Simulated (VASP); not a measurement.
Runs of VASP 6.6.1 on MoN2. The structure is that of space group P4/mbm (No. 127), or close to it. The cells are those of the table. 

```csv
cell,gap on the mesh (eV),pressure (GPa),largest force (eV/Å)
"a = 4.455, b = 4.455, c = 2.603 Å, 6 atoms",none,1.9,0.65
"a = 4.574, b = 4.574, c = 2.469 Å, 6 atoms",none,(a),1.29
"a = 4.668, b = 4.668, c = 2.372 Å, 6 atoms",none,11.8,1.76
"a = 3.970, b = 3.970, c = 3.278 Å, 6 atoms",none,(b),2.43
"a = 4.078, b = 4.078, c = 3.108 Å, 6 atoms",none,10.8,1.75
```

Alike in all rows: task single point; level PBE; potentials or basis VASP PAW PBE potentials, release 64 (Mo_sv, N); no spin polarisation; k mesh 12 × 12 × 20; cutoff (eV) 520; smearing gaussian 0.15 eV.

Problem. Estimate the missing entries.

Solution. (a) 6.3; (b) 20.0.

Caveats: forces of over 1 eV/Å act on the atoms, so gaps and moduli don't describe the material at rest (at least some runs); the stress differs along the axes, from -15 to 36 GPa (at least some runs); the stress differs along the axes, from -26 to 71 GPa (at least some runs); the stress differs along the axes, from -32 to 99 GPa (at least some runs); the standard files for N, O and F lose accuracy on very short bonds (at least some runs); the stress differs along the axes, from -53 to 57 GPa (at least some runs); the stress differs along the axes, from -53 to 43 GPa (at least some runs).

A k mesh can miss the band edges, and the runs leave out spin-orbit coupling on Mo.

A gap of «none» marks levels without a gap at the run's occupations.
